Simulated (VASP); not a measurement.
# SiNi (Pmmn) in VASP: relaxation of cell and atoms with PBE+D3(BJ)

Aim: the relaxation of cell and atoms of SiNi with PBE+D3(BJ).

Program: VASP 6.6.1. These are calculated values, not measurements. Logs are shortened: lines on timing, memory, paths and dates and some standing lists are left out, and cuts for length are marked.

### 1 The cell of the first run

The structure is orthorhombic, space group Pmmn (No. 59). The conventional cell has a = 3.055 Å, b = 3.258 Å, c = 4.709 Å, α = 90.00°, β = 90.00°, γ = 90.00°. Within 3.1 Å of Si (site symmetry mm2) lie 6 Ni at 2.35 to 2.40 Å and 6 Si at 2.68 to 3.06 Å. Within 3.1 Å of Ni (site symmetry mm2) lie 6 Si at 2.35 to 2.40 Å and 6 Ni at 2.68 to 3.06 Å.

### 2 Relaxation of cell and atoms, PBE+D3(BJ)

INCAR reads:

```
SYSTEM = SiNi
PREC     = Accurate       ! precision mode
ENCUT    = 600            ! plane-wave cutoff, eV
EDIFF    = 1E-6           ! SCF threshold, eV
ISMEAR   = 0              ! smearing method
SIGMA    = 0.1            ! smearing width, eV
LREAL    = .FALSE.        ! projectors in reciprocal space
LASPH    = .TRUE.         ! aspherical terms in the spheres
NELM     = 80             ! most SCF steps
ALGO     = Normal         ! electronic algorithm
ISIF     = 3              ! what is computed and relaxed
LWAVE    = .FALSE.        ! write WAVECAR
LCHARG   = .FALSE.        ! write CHGCAR
GGA      = PE             ! functional
IVDW     = 12             ! dispersion correction
IBRION   = 2              ! ionic algorithm
NSW      = 70             ! ionic steps
EDIFFG   = -0.005         ! ionic threshold
```

KPOINTS reads:

```
regular mesh
0
G
  14 12 10
  0 0 0
```

POSCAR reads:

```
SiNi
1.0
    3.0552835513      0.0000000000      0.0000000000
    0.0000000000      3.2583147497      0.0000000000
    0.0000000000      0.0000000000      4.7093899711
Si Ni
2 2
Direct
    0.5000000000      0.5000000000      0.8431827248
    0.0000000000      0.0000000000      0.1568172752
    0.5000000000      0.5000000000      0.3423059830
    0.0000000000      0.0000000000      0.6576940170
```

Potentials or basis: VASP PAW PBE potentials, release 64 (Si, Ni).

Started as:

```sh
$ cat potpaw_PBE.64/Si/POTCAR potpaw_PBE.64/Ni/POTCAR > POTCAR
$ mpirun -np 1 vasp_std > vasp.out
```

OUTCAR:

```text
SYSTEM = SiNi
   PREC = Accurate
   ENCUT = 600
   EDIFF = 1E-6
   ISMEAR = 0
   LREAL = .FALSE.
   LASPH = .TRUE.
   NELM = 80
   ISIF = 3
   GGA = PE
   IVDW = 12
   IBRION = 2
   NSW = 70
   EDIFFG = -0.005
 IVDW          = 12

 ion  position               nearest neighbor table
   1  0.500  0.500  0.843-   3 2.35   3 2.36   4 2.40   4 2.40   4 2.40   4 2.40   2 2.68   2 2.68
                             2 2.68   2 2.68
   2  0.000  0.000  0.157-   4 2.35   4 2.36   3 2.40   3 2.40   3 2.40   3 2.40   1 2.68   1 2.68
                             1 2.68   1 2.68
   3  0.500  0.500  0.342-   1 2.35   1 2.36   2 2.40   2 2.40   2 2.40   2 2.40   4 2.68   4 2.68
                             4 2.68   4 2.68
   4  0.000  0.000  0.658-   2 2.35   2 2.36   1 2.40   1 2.40   1 2.40   1 2.40   3 2.68   3 2.68
                             3 2.68   3 2.68

  LATTYP: Found a simple orthorhombic cell.
 ALAT       =     3.0552835513
 B/A-ratio  =     1.0664524896
 C/A-ratio  =     1.5413921137

  Lattice vectors:

 A1 = (   3.0552835513,   0.0000000000,   0.0000000000)
 A2 = (   0.0000000000,   3.2583147497,   0.0000000000)
 A3 = (   0.0000000000,   0.0000000000,   4.7093899711)

Analysis of symmetry for initial positions (statically):
=====================================================================
 Subroutine PRICEL returns:
 Original cell was already a primitive cell.

 Routine SETGRP: Setting up the symmetry group for a
 simple orthorhombic supercell.

 Subroutine GETGRP returns: Found  8 space group operations
 (whereof  4 operations were pure point group operations)
 out of a pool of  8 trial point group operations.

The static configuration has the point symmetry C_2v.
 The point group associated with its full space group is D_2h.

Analysis of symmetry for dynamics (positions and initial velocities):
=====================================================================
 Subroutine PRICEL returns:
 Original cell was already a primitive cell.

 Routine SETGRP: Setting up the symmetry group for a
 simple orthorhombic supercell.

 Subroutine GETGRP returns: Found  8 space group operations
 (whereof  4 operations were pure point group operations)
 out of a pool of  8 trial point group operations.

The dynamic configuration has the point symmetry C_2v.
 The point group associated with its full space group is D_2h.

 Subroutine INISYM returns: Found  8 space group operations
 (whereof  4 operations are pure point group operations),
 and found     1 'primitive' translations

----------------------------------------------------------------------------------------

                                     Primitive cell

  volume of cell :      46.8823

  direct lattice vectors                    reciprocal lattice vectors
     3.055283551  0.000000000  0.000000000     0.327301864  0.000000000  0.000000000
     0.000000000  3.258314750  0.000000000     0.000000000  0.306907121  0.000000000
     0.000000000  0.000000000  4.709389971     0.000000000  0.000000000  0.212341727

  length of vectors
     3.055283551  3.258314750  4.709389971     0.327301864  0.306907121  0.212341727

  position of ions in fractional coordinates (direct lattice)
     0.500000000  0.500000000  0.843182725
     0.000000000  0.000000000  0.156817275
     0.500000000  0.500000000  0.342305983
     0.000000000  0.000000000  0.657694017

  ion indices of the primitive-cell ions
   primitive index   ion index
                 1           1
                 2           2
                 3           3
                 4           4

----------------------------------------------------------------------------------------

 KPOINTS: regular mesh

Automatic generation of k-mesh.
 Grid dimensions read from file:
 generate k-points for:   14   12   10

 Generating k-lattice:

  Cartesian coordinates                     Fractional coordinates (reciprocal lattice)
     0.023378705  0.000000000  0.000000000     0.071428571  0.000000000  0.000000000
     0.000000000  0.025575593  0.000000000     0.000000000  0.083333333  0.000000000
     0.000000000  0.000000000  0.021234173     0.000000000  0.000000000  0.100000000

  Length of vectors
     0.023378705  0.025575593  0.021234173

  Shift w.r.t. Gamma in fractional coordinates (k-lattice)
     0.000000000  0.000000000  0.000000000

 Subroutine IBZKPT returns following result:
 ===========================================

 Found    336 irreducible k-points:

 Following reciprocal coordinates:
            Coordinates               Weight
  0.000000  0.000000  0.000000      1.000000
  0.071429  0.000000  0.000000      2.000000
  0.142857  0.000000  0.000000      2.000000
  0.214286  0.000000  0.000000      2.000000
  0.285714  0.000000  0.000000      2.000000
  0.357143  0.000000  0.000000      2.000000
[... 16 lines left out ...]
  0.428571  0.166667  0.000000      4.000000
  0.500000  0.166667  0.000000      2.000000
 [... further k-points ...]
   k-points           NKPTS =    336   k-points in BZ     NKDIM =    336   number of bands    NBANDS=     18
   number of dos      NEDOS =    301   number of ions     NIONS =      4
   total plane-waves  NPLWV =  26880
   dimension x,y,z NGX =    24 NGY =   28 NGZ =   40
   dimension x,y,z NGXF=    48 NGYF=   56 NGZF=   80
   ions per type =               2   2
   NGX,Y,Z   is equivalent  to a cutoff of  13.06, 14.29, 14.12 a.u.
   NGXF,Y,Z  is equivalent  to a cutoff of  26.12, 28.57, 28.24 a.u.
 SYSTEM =  SiNi
   PREC   = accura    normal or accurate (medium, high low for compatibility)
   ISTART =      0    job   : 0-new  1-cont  2-samecut
   ICHARG =      2    charge: 1-file 2-atom 10-const
   ISPIN  =      1    spin polarized calculation?
   LNONCOLLINEAR =      F non collinear calculations
   LSORBIT =      F    spin-orbit coupling
   LASPH  =      T    aspherical Exc in radial PAW
   ENCUT  =  600.0 eV  44.10 Ry    6.64 a.u.   6.10  6.51  9.41*2*pi/ulx,y,z
   NELM   =     80;   NELMIN=  2; NELMDL= -5     # of ELM steps
   EDIFF  = 0.1E-05   stopping-criterion for ELM
   LREAL  =      F    real-space projection
   EDIFFG = -.5E-02   stopping-criterion for IOM
   NSW    =     70    number of steps for IOM
   IBRION =      2    ionic relax: 0-MD 1-quasi-New 2-CG
   NFREE  =      1    steps in history (QN), initial steepest desc. (CG)
   ISIF   =      3    stress and relaxation
   ISYM   =      2    0-nonsym 1-usesym 2-fastsym
   POTIM  = 0.5000    time-step for ionic-motion
   TEBEG  =    0.0;   TEEND  =   0.0 temperature during run
   PSTRESS=    0.0 pullay stress
   NELECT =      28.0000    total number of electrons
   NUPDOWN=      -1.0000    fix difference up-down
   EMIN   =  10.00;   EMAX   =-10.00  energy-range for DOS
   EFERMI =   0.00;   METHOD = LEGACY
   ISMEAR =     0;   SIGMA  =   0.10  broadening in eV -4-tet -1-fermi 0-gaus
   EFERMI_NEDOS =   21; number of points for ismear=-14 and -15
   IALGO  =     38    algorithm
   IMIX   =      4    mixing-type and parameters
     AMIX     =   0.40;   BMIX     =  1.00
     AMIX_MAG =   1.60;   BMIX_MAG =  1.00
  volume/ion in A,a.u.               =      11.72        79.09
  Fermi-wavevector in a.u.,A,eV,Ry     =   1.378662  2.605293 25.860711  1.900709
  Thomas-Fermi vector in A             =   2.503703
   LORBIT       =      0    0 simple, 1 ext, 2 COOP (PROOUT), +10 PAW based schemes
   GGA     = PE    functional components
   LHFCALC =     F    Hartree Fock is set to
   AEXX    =    0.0000 exact exchange contribution
   IVDW    =    12    specifies the selected vdW correction
   LEPSILON=     F    determine dielectric tensor
   LRPA    =     F    only Hartree local field effects (RPA)
 conjugate gradient relaxation of ions
 non-spin polarized calculation
 Gauss-broadening in eV      SIGMA  =   0.10
  energy-cutoff  :      600.00
  volume of cell :       46.88
 maximum number of plane-waves:      1593
   NGX = 13   NGY = 13   NGZ = 19

--------------------------------------- Ionic step        1  -------------------------------------------

 number of electron      28.0000005 magnetization

 Free energy of the ion-electron system (eV)
  ---------------------------------------------------
  ext. energy  EPLUGINS =         0.00000000
  ---------------------------------------------------
  free energy    TOTEN  =       -23.61373284 eV

  energy without entropy =      -23.60831958  energy(sigma->0) =      -23.61102621

------------------------ aborting loop because EDIFF is reached ----------------------------------------

 Edisp (eV)   -1.92260

 E8    (eV) :    -0.8085

  FORCE on cell =-STRESS in cart. coord.  units (eV):
  Direction    XX          YY          ZZ          XY          YZ          ZX
  --------------------------------------------------------------------------------------
  -------------------------------------------------------------------------------------
  Total      -1.83456    -1.84192    -1.82195     0.00000     0.00000     0.00000
  in kB     -62.69491   -62.94668   -62.26418     0.00000     0.00000     0.00000
  external pressure =      -62.64 kB  Pullay stress =        0.00 kB
[... 103 lines left out ...]
  FREE ENERGIE OF THE ION-ELECTRON SYSTEM (eV)
  ---------------------------------------------------
  free  energy   TOTEN  =       -25.5693680700 eV

  energy  without entropy=      -25.5640804145  energy(sigma->0) =      -25.56672424

[... ionic steps 4 to 19 ...]

--------------------------------------- Ionic step       20  -------------------------------------------

 number of electron      28.0000000 magnetization

------------------------ aborting loop because EDIFF is reached ----------------------------------------

 Edisp (eV)   -1.99721

 E8    (eV) :    -0.8401
[... 73 lines left out ...]
  energy  without entropy=      -25.5674421275  energy(sigma->0) =      -25.57021024

--------------------------------------- Ionic step       22  -------------------------------------------

 number of electron      28.0000000 magnetization

 Free energy of the ion-electron system (eV)
  ---------------------------------------------------
  ext. energy  EPLUGINS =         0.00000000
  ---------------------------------------------------
  free energy    TOTEN  =       -23.57491998 eV

  energy without entropy =      -23.56938731  energy(sigma->0) =      -23.57215364

 E-fermi :  11.7626     XC(G=0): -12.6204

 val. band max:       11.7614916753   @ k =   0.2143   0.1667   0.4000
 cond. band min:      11.7750146526   @ k =   0.1429   0.1667   0.0000
 fundamental gap:      0.0135229774
 Fermi energy:        11.7626223506

 k-point     1 :       0.0000    0.0000    0.0000
  band No.  band energies     occupation
      1      -2.3914      2.00000
      2       3.4773      2.00000
      3       5.0904      2.00000
      4       7.4597      2.00000
      5       8.0746      2.00000
      6       8.6923      2.00000
[... 10 lines left out ...]
     17      17.0083      0.00000
     18      17.2386      0.00000
[... 466 lines left out ...]
      2       1.8562      2.00000
      3       6.6441      2.00000
      4       6.6441      2.00000
      5       7.3141      2.00000
      6       7.3141      2.00000
[... 10 lines left out ...]
     17      13.9134      0.00000
     18      13.9134      0.00000

 [... further k-points ...]

------------------------ aborting loop because EDIFF is reached ----------------------------------------

 Edisp (eV)   -1.99806

 E8    (eV) :    -0.8405

  FORCE on cell =-STRESS in cart. coord.  units (eV):
  Direction    XX          YY          ZZ          XY          YZ          ZX
  --------------------------------------------------------------------------------------
  -------------------------------------------------------------------------------------
  Total      -0.00196     0.01611     0.00541     0.00000     0.00000     0.00000
  in kB      -0.06963     0.57274     0.19246     0.00000     0.00000     0.00000
  external pressure =        0.23 kB  Pullay stress =        0.00 kB
[... 19 lines left out ...]
  FREE ENERGIE OF THE ION-ELECTRON SYSTEM (eV)
  ---------------------------------------------------
  free  energy   TOTEN  =       -25.5729762800 eV

  energy  without entropy=      -25.5674436093  energy(sigma->0) =      -25.57020994

 reached required accuracy - stopping structural energy minimisation
```

Run time: 46 min. Hardware: 1 thread of Intel Xeon Platinum 8259CL at 2.50GHz (Skylake/Cascade Lake), shared host; peak memory 0.47 GiB.

What came out:

```yaml
Free_energy: -25.5730 eV
Relaxed_volume: 11.26 Å³/atom
Relaxed_cell: a = 2.977 Å, b = 3.235 Å, c = 4.679 Å, α = 90.00°, β = 90.00°, γ = 90.00°
Space_group_after_relaxing_to_0.1_Å: Pmmn (No. 59)
Energy_gained_by_relaxing: 9.2 meV/atom
Ionic_steps: 22
Pressure_after_relaxing: 0.0 GPa
Largest_force_after_relaxing: 0.005 eV/Å
Band_gap_on_the_k_mesh: zero (bands 14 and 15 overlap by 2.40 eV)
Dispersion_energy_per_atom: -0.500 eV
```

Forces in eV/Å, atoms in the order of the input:
```
Si   0.000  0.000 -0.005
Si   0.000  0.000  0.005
Ni   0.000  0.000  0.002
Ni   0.000  0.000 -0.002
```

Step by step:
| step | energy change (eV) | largest force (eV/Å) | pressure (GPa) | volume (Å³) |
| --- | --- | --- | --- | --- |
| 1 | 0.0000 | 0.0250 | -6.26 | 46.88 |
| 2 | -0.0047 | 0.2259 | 6.56 | 43.84 |
| 3 | -0.0330 | 0.1031 | -0.02 | 45.26 |
| 4 | -0.0358 | 0.0318 | 0.04 | 45.15 |
| 5 | -0.0360 | 0.0226 | -0.09 | 45.12 |
| 6 | -0.0360 | 0.0208 | 0.06 | 45.11 |
| 7 | -0.0360 | 0.0216 | 0.04 | 45.11 |
| 8 | -0.0361 | 0.0007 | -0.10 | 45.12 |
| 9 | -0.0362 | 0.0295 | -0.13 | 45.14 |
| 10 | -0.0363 | 0.0239 | -0.14 | 45.11 |
| 11 | -0.0364 | 0.0084 | 0.41 | 45.02 |
| 12 | -0.0364 | 0.0138 | 0.30 | 45.05 |
| 13 | -0.0365 | 0.0101 | 0.13 | 45.05 |
| 14 | -0.0365 | 0.0158 | 0.11 | 45.07 |
| 15 | -0.0365 | 0.0353 | -0.09 | 45.10 |
| 16 | -0.0366 | 0.0231 | -0.08 | 45.08 |
| 17 | -0.0366 | 0.0214 | 0.04 | 45.08 |
| 18 | -0.0366 | 0.0175 | -0.06 | 45.09 |
| 19 | -0.0366 | 0.0093 | -0.15 | 45.10 |
| 20 | -0.0366 | 0.0050 | -0.02 | 45.07 |
| 21 | -0.0366 | 0.0049 | -0.09 | 45.07 |
| 22 | -0.0366 | 0.0050 | 0.02 | 45.06 |

Final structure:
```cif
data_structure
_symmetry_space_group_name_H-M 'P 1'
_symmetry_Int_Tables_number 1
_cell_length_a 2.9770
_cell_length_b 3.2348
_cell_length_c 4.6786
_cell_angle_alpha 90.000
_cell_angle_beta 90.000
_cell_angle_gamma 90.000
_cell_volume 45.06
loop_
_atom_site_label
_atom_site_type_symbol
_atom_site_fract_x
_atom_site_fract_y
_atom_site_fract_z
_atom_site_occupancy
Si1 Si 0.50000 0.50000 0.84417 1
Si2 Si 0.00000 0.00000 0.15583 1
Ni1 Ni 0.50000 0.50000 0.34344 1
Ni2 Ni 0.00000 0.00000 0.65656 1
```
